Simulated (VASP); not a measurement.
SiC, 2 atoms in the cell. The structure is tetragonal, space group I-4m2 (No. 119). Conventional cell: a = 2.952 Å, b = 2.952 Å, c = 4.000 Å, α = 90.00°, β = 90.00°, γ = 90.00°. Si (site symmetry -4m2) has 4 C at 1.78 Å within 2.4 Å. C (site symmetry -4m2) has 4 Si at 1.78 Å within 2.4 Å.  This cell differs from its parent crystal: strain -0.040 along x and y, -0.080 along z.

```yaml
Program: VASP 6.6.1
Task: single point
Functional: PBEsol
Potentials_or_basis: VASP PAW PBE potentials, release 64 (Si, C)
Cutoff: 520 eV
k_mesh: 12 × 12 × 12
Occupations: gaussian, width 0.05 eV
Spin: no spin polarisation
Dipole_correction: no
Further_INCAR_settings: ALGO = Normal; EDIFF = 1e-06; NBANDS = 11
```

Potentials or basis: VASP PAW PBE potentials, release 64 (Si, C).

Command:

```sh
$ cat potpaw_PBE.64/Si/POTCAR potpaw_PBE.64/C/POTCAR > POTCAR
$ mpirun -np 1 vasp_std > vasp.out
```

Hardware: 1 thread of Intel(R) Xeon(R) Platinum 8259CL CPU @ 2.50GHz (Skylake/Cascade Lake) (shared host).

Q: Estimate the wall time of this run.

A: Wall time 16 s on 1 thread of Intel(R) Xeon(R) Platinum 8259CL CPU @ 2.50GHz (Skylake/Cascade Lake), with other jobs on the host, peak memory 0.15 GiB. Counts: scf iterations 11, k points 163.
